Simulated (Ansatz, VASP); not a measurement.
**Two plane-wave programs on Co**

File INCAR:

```
SYSTEM = Co
PREC = Accurate ; ENCUT = 600
EDIFF = 1E-7 ; ISMEAR = -1
SIGMA = 0.1 ; LREAL = .False.
LASPH = .True. ; NELM = 150
ALGO = Normal ; ISIF = 3
LWAVE = .False. ; LCHARG = .False.
ISPIN = 2 ; MAGMOM = 2.5 2.5
LORBIT = 11 ; LMAXMIX = 4
IBRION = 2 ; NSW = 80
EDIFFG = -0.01
```

Contents of KPOINTS:

```
Automatic mesh
0
Gamma
  12 12 7
  0 0 0
```

The input POSCAR:

```
Co
1.0
    2.5074000000      0.0000000000      0.0000000000
   -1.2537000000      2.1714700000      0.0000000000
    0.0000000000      0.0000000000      4.0699000000
Co
2
Direct
    0.3333333333      0.6666666667      0.2500000000
    0.6666666667      0.3333333333      0.7500000000
```

Input for Ansatz:

```yaml
crystal:
  lattice:
    - [2.5074, 0.0, 0.0]
    - [-1.2537, 2.17147, 0.0]
    - [0.0, 0.0, 4.0699]
  atoms:
    - { symbol: Co, position: [0.3333333333333333, 0.6666666666666666, 0.25] }
    - { symbol: Co, position: [0.6666666666666666, 0.3333333333333333, 0.75] }
kpoints:
  mp_grid:
    grid: [12, 12, 7]
hamiltonian:
  xc: lda
  dispersion: none
magnetization:
  spin_polarized: true
  per_species:
    Co: 2.5
scf:
  occupations:
    method: fermi_dirac
    width: 0.1
relax:
  cell: {}
```

Alike in both runs: task relaxation of cell and atoms; functional LDA; k mesh 12 × 12 × 7; occupations fermi-dirac, width 0.1 eV; collinear spin.

```csv
,VASP,Ansatz
version,VASP 6.6.1,Ansatz 0.2.0
potentials or method,"VASP PAW LDA potentials, release 64 (Co)","plane waves, PAW"
plane-wave cutoff (eV),600,420
valence electrons in the cell,18,34
```

Ansatz gave:

- net moment per atom (μB): 1.47
- size of the moment on the site where the two differ most (μB): 1.51
- relaxed volume (Å³/atom): 9.99
- relaxed cell length with the largest relative difference (Å): 3.918

Question: Which values does VASP return?

Answer: net moment per atom (μB): 1.41; size of the moment on the site where the two differ most (μB): 1.40; relaxed volume (Å³/atom): 9.93; relaxed cell length with the largest relative difference (Å): 3.908.

LDA's correlation is that of Perdew and Zunger in VASP and of Perdew and Wang (1992) in Ansatz. Site moments also hang on the region over which each program counts them. VASP's potentials hold 18 valence electrons a cell and Ansatz's 34, so a difference there can come from the potentials and not from the codes.
